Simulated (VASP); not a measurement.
# WC (Qusongite) (P-6m2) in VASP: notebook

WC (Qusongite) is run at these levels: PBE; tasks: relaxation of cell and atoms, single point.

Program: VASP 6.6.1. These are calculated values, not measurements. Logs are shortened: lines on timing, memory, paths and dates and some standing lists are left out, and cuts for length are marked.

### Step 1. The cell of the first run

It takes space group P-6m2 (No. 187, hexagonal). The conventional cell has a = 2.907 Å, b = 2.907 Å, c = 2.837 Å, α = 90.00°, β = 90.00°, γ = 120.00°. Within 2.9 Å of W (site symmetry -6m2) lie 6 C at 2.20 Å and 2 W at 2.84 Å. Within 2.9 Å of C (site symmetry -6m2) lie 6 W at 2.20 Å and 2 C at 2.84 Å.

### Step 2. Relaxation of cell and atoms, PBE

INCAR reads:

```
SYSTEM = WC
PREC = Accurate
ENCUT = 600
EDIFF = 1E-6
ISMEAR = 0
SIGMA = 0.1
LREAL = .False.
LASPH = .True.
NELM = 100
ALGO = Normal
ISIF = 3
LWAVE = .False.
LCHARG = .False.
GGA = PE
IBRION = 2
NSW = 100
EDIFFG = -0.005
```

KPOINTS reads:

```
Automatic mesh
0
Gamma
  18 18 14
  0 0 0
```

POSCAR reads:

```
WC
1.0
    2.9065000000      0.0000000000      0.0000000000
   -1.4532500000      2.5171028361      0.0000000000
    0.0000000000      0.0000000000      2.8366000000
W C
1 1
Direct
    0.0000000000      0.0000000000      0.0000000000
    0.6666666667      0.3333333333      0.5000000000
```

Potentials or basis: VASP PAW PBE potentials, release 64 (W_sv, C).

Command:

```console
$ cat potpaw_PBE.64/W_sv/POTCAR potpaw_PBE.64/C/POTCAR > POTCAR
$ mpirun -np 1 vasp_std > vasp.out
```

OUTCAR:

```text
SYSTEM = WC
   PREC = Accurate
   ENCUT = 600
   EDIFF = 1E-6
   ISMEAR = 0
   LREAL = .False.
   LASPH = .True.
   NELM = 100
   ISIF = 3
   GGA = PE
   IBRION = 2
   NSW = 100
   EDIFFG = -0.005

 ion  position               nearest neighbor table
   1  0.000  0.000  0.000-   2 2.20   2 2.20   2 2.20   2 2.20   2 2.20   2 2.20
   2  0.667  0.333  0.500-   1 2.20   1 2.20   1 2.20   1 2.20   1 2.20   1 2.20

  LATTYP: Found a hexagonal cell.
 ALAT       =     2.9065000000
 C/A-ratio  =     0.9759504559

  Lattice vectors:

 A1 = (   2.9065000000,   0.0000000000,   0.0000000000)
 A2 = (  -1.4532500000,   2.5171028361,   0.0000000000)
 A3 = (   0.0000000000,   0.0000000000,   2.8366000000)

Analysis of symmetry for initial positions (statically):
=====================================================================
 Subroutine PRICEL returns:
 Original cell was already a primitive cell.

 Routine SETGRP: Setting up the symmetry group for a
 hexagonal supercell.

 Subroutine GETGRP returns: Found 12 space group operations
 (whereof 12 operations were pure point group operations)
 out of a pool of 24 trial point group operations.

The static configuration has the point symmetry D_3h.

Analysis of symmetry for dynamics (positions and initial velocities):
=====================================================================
 Subroutine PRICEL returns:
 Original cell was already a primitive cell.

 Routine SETGRP: Setting up the symmetry group for a
 hexagonal supercell.

 Subroutine GETGRP returns: Found 12 space group operations
 (whereof 12 operations were pure point group operations)
 out of a pool of 24 trial point group operations.

The dynamic configuration has the point symmetry D_3h.

 Subroutine INISYM returns: Found 12 space group operations
 (whereof 12 operations are pure point group operations),
 and found     1 'primitive' translations

----------------------------------------------------------------------------------------

                                     Primitive cell

  volume of cell :      20.7525

  direct lattice vectors                    reciprocal lattice vectors
     2.906500000  0.000000000  0.000000000     0.344056425  0.198641070  0.000000000
    -1.453250000  2.517102836  0.000000000     0.000000000  0.397282139  0.000000000
     0.000000000  0.000000000  2.836600000     0.000000000  0.000000000  0.352534725

  length of vectors
     2.906500000  2.906500000  2.836600000     0.397282139  0.397282139  0.352534725
[... 103 lines left out ...]
  Fermi-wavevector in a.u.,A,eV,Ry     =   1.561262  2.950358 33.164744  2.437540
  Thomas-Fermi vector in A             =   2.664353
   LORBIT       =      0    0 simple, 1 ext, 2 COOP (PROOUT), +10 PAW based schemes
   GGA     = PE    functional components
   LHFCALC =     F    Hartree Fock is set to
   AEXX    =    0.0000 exact exchange contribution
   IVDW    =     0    specifies the selected vdW correction
   LEPSILON=     F    determine dielectric tensor
   LRPA    =     F    only Hartree local field effects (RPA)
 conjugate gradient relaxation of ions
 non-spin polarized calculation
 Gauss-broadening in eV      SIGMA  =   0.10
  energy-cutoff  :      600.00
  volume of cell :       20.75
 maximum number of plane-waves:       704
 NGX is ok and might be reduce to    24
   NGX = 11   NGY = 11   NGZ = 11

--------------------------------------- Ionic step        1  -------------------------------------------

 number of electron      18.0000000 magnetization

 Free energy of the ion-electron system (eV)
  ---------------------------------------------------
  ext. energy  EPLUGINS =         0.00000000
  ---------------------------------------------------
  free energy    TOTEN  =       -22.44359945 eV

  energy without entropy =      -22.44226824  energy(sigma->0) =      -22.44293384

------------------------ aborting loop because EDIFF is reached ----------------------------------------

  FORCE on cell =-STRESS in cart. coord.  units (eV):
  Direction    XX          YY          ZZ          XY          YZ          ZX
  --------------------------------------------------------------------------------------
  -------------------------------------------------------------------------------------
  Total        0.8556354      0.8556354      0.8615781      0.0000000     -0.0000000      0.0000000
  in kB       66.0586857     66.0586857     66.5174871      0.0000000     -0.0000000      0.0000000
  external PRESSURE =      66.2116195 kB  Pullay stress =       0.0000000 kB
[... 167 lines left out ...]
--------------------------------------- Ionic step        6  -------------------------------------------

 number of electron      18.0000000 magnetization

 Free energy of the ion-electron system (eV)
  ---------------------------------------------------
  ext. energy  EPLUGINS =         0.00000000
  ---------------------------------------------------
  free energy    TOTEN  =       -22.45069969 eV

  energy without entropy =      -22.44930017  energy(sigma->0) =      -22.44999993

 E-fermi :  10.8294     XC(G=0): -13.7072

 val. band max:       10.8177482428   @ k =   0.4444   0.0000   0.5000
 cond. band min:      10.8370679291   @ k =   0.4444   0.0556   0.4286
 fundamental gap:      0.0193196863
 Fermi energy:        10.8293569614

 k-point     1 :       0.0000    0.0000    0.0000
  band No.  band energies     occupation
      1     -63.1976      2.00000
      2     -27.1746      2.00000
      3     -27.0839      2.00000
      4     -27.0839      2.00000
      5      -3.4807      2.00000
      6       6.6254      2.00000
      7       7.5694      2.00000
      8       7.5694      2.00000
      9      10.9402      0.11695
     10      14.0024      0.00000
     11      14.0024      0.00000
     12      16.3786      0.00000
     13      16.3786      0.00000
[... 354 lines left out ...]
  band No.  band energies     occupation
      1     -63.1441      2.00000
      2     -27.7987      2.00000
      3     -27.3144      2.00000
      4     -27.0709      2.00000
      5      -0.1693      2.00000
      6       4.0528      2.00000
      7       7.3030      2.00000
      8       7.4148      2.00000
      9      10.3479      2.00000
     10      12.6410      0.00000
     11      14.3268      0.00000
     12      15.5309      0.00000
     13      18.2473      0.00000

 [... further k-points ...]

------------------------ aborting loop because EDIFF is reached ----------------------------------------

  FORCE on cell =-STRESS in cart. coord.  units (eV):
  Direction    XX          YY          ZZ          XY          YZ          ZX
  --------------------------------------------------------------------------------------
  -------------------------------------------------------------------------------------
  Total        0.0068975      0.0068975      0.0054763      0.0000000     -0.0000000      0.0000000
  in kB        0.5237499      0.5237499      0.4158285      0.0000000     -0.0000000      0.0000000
  external PRESSURE =       0.4877761 kB  Pullay stress =       0.0000000 kB
[... 17 lines left out ...]
  FREE ENERGIE OF THE ION-ELECTRON SYSTEM (eV)
  ---------------------------------------------------
  free  energy   TOTEN  =       -22.4506996855 eV

  energy  without entropy=      -22.4493001669  energy(sigma->0) =      -22.44999993

 reached required accuracy - stopping structural energy minimisation
```

OSZICAR:

```text
N       E                     dE             d eps       ncg     rms          rms(c)
DAV:   1     0.120440760134E+03    0.12044E+03   -0.10665E+04  7696   0.170E+03
DAV:   2    -0.210687389341E+02   -0.14151E+03   -0.13774E+03  8726   0.407E+02
[... 44 lines left out ...]
   5 F= -.22450649E+02 E0= -.22449944E+02  d E =-.995164E-05
       N       E                     dE             d eps       ncg     rms          rms(c)
DAV:   1    -0.224508635754E+02   -0.21440E-03   -0.58250E-03  7726   0.919E-01    0.645E-02
DAV:   2    -0.224507420573E+02    0.12152E-03   -0.23667E-04  8166   0.153E-01    0.342E-02
DAV:   3    -0.224506996347E+02    0.42423E-04   -0.10928E-04  8396   0.959E-02    0.131E-02
DAV:   4    -0.224506996855E+02   -0.50782E-07   -0.29202E-06  7546   0.182E-02
   6 F= -.22450700E+02 E0= -.22450000E+02  d E =-.611161E-04
```

Wall time 71 s (1 thread of Intel Xeon 6975P-C (Granite Rapids), shared host); peak memory 0.23 GiB.

What came out:

```
Free energy                            : -22.4507 eV
Relaxed volume                         : 10.55 Å³/atom
Relaxed cell                           : a = 2.924 Å, b = 2.924 Å, c = 2.850 Å, α = 90.00°, β = 90.00°, γ = 120.00°
Space group after relaxing (to 0.05 Å) : P-6m2 (No. 187)
Energy gained by relaxing              : 3.6 meV/atom
Ionic steps                            : 6
Pressure after relaxing                : 0.0 GPa
Band gap on the k mesh                 : zero (band 9 reaches 11.47 eV, above the bottom of band 10 at 10.28 eV)
```

The path:
```tsv
step	energy change (eV)	largest force (eV/Å)	pressure (GPa)	volume (Å³)
1	0.0000	0.0000	6.62	20.75
2	0.0425	0.0000	-15.72	22.07
3	-0.0070	0.0000	-0.10	21.10
4	-0.0070	0.0000	0.01	21.10
5	-0.0070	0.0000	0.05	21.10
6	-0.0071	0.0000	0.05	21.10
```

Final structure:
```cif
data_structure
_symmetry_space_group_name_H-M 'P 1'
_symmetry_Int_Tables_number 1
_cell_length_a 2.9239
_cell_length_b 2.9239
_cell_length_c 2.8498
_cell_angle_alpha 90.000
_cell_angle_beta 90.000
_cell_angle_gamma 120.000
_cell_volume 21.10
loop_
_atom_site_label
_atom_site_type_symbol
_atom_site_fract_x
_atom_site_fract_y
_atom_site_fract_z
_atom_site_occupancy
W1 W 0.00000 0.00000 0.00000 1
C1 C 0.66667 0.33333 0.50000 1
```

Caveat: spin-orbit coupling is left out, which moves the levels of the heavy elements. PBE usually gives volumes a little too large and moduli too small.

### Step 3. Single point, PBE

INCAR reads:

```
SYSTEM = WC
  PREC = Accurate
  ENCUT = 520
  EDIFF = 1E-6
  ISMEAR = 0
  SIGMA = 0.1
  LREAL = .FALSE.
  LASPH = .TRUE.
  NELM = 100
  ALGO = Normal
  ISIF = 2
  LWAVE = .FALSE.
  LCHARG = .FALSE.
  GGA = PE
  NBANDS = 16
```

KPOINTS reads:

```
Automatic mesh
0
G
  9 9 6
  0 0 0
```

POSCAR is that of step 2.

Potentials or basis: VASP PAW PBE potentials, release 64 (W_sv, C).

Command:

```console
$ cat potpaw_PBE.64/W_sv/POTCAR potpaw_PBE.64/C/POTCAR > POTCAR
$ mpirun -np 1 vasp_std > vasp.out
```

Run time: 5.1 s. Hardware: 1 thread of Intel Xeon 6975P-C (Granite Rapids), shared host; peak memory 0.14 GiB.

It converged, with:

```
Free energy            : -22.4351 eV
Pressure               : 6.9 GPa
Band gap on the k mesh : zero (band 9 reaches 11.70 eV, above the bottom of band 10 at 10.50 eV)
```

Stress tensor (GPa, compression positive):
```
7.40 0.00 0.00
0.00 7.40 0.00
0.00 0.00 5.94
```

Levels at points of the mesh, in eV from the Fermi level:
| k point | band 6 | band 7 | band 8 | band 9 | band 10 | band 11 | band 12 | band 13 |
| --- | --- | --- | --- | --- | --- | --- | --- | --- |
| (0.00, 0.00, 0.00) | -4.34 | -3.36 | -3.36 | 0.06 | 3.21 | 3.21 | 5.60 | 5.60 |
| (0.00, 0.00, 0.50) | -8.67 | -2.05 | -2.05 | -0.60 | -0.60 | 3.64 | 4.50 | 4.50 |

Caveat: the k points lie up to 0.37 Å⁻¹ apart; spin-orbit coupling is left out, which moves the levels of the heavy elements.
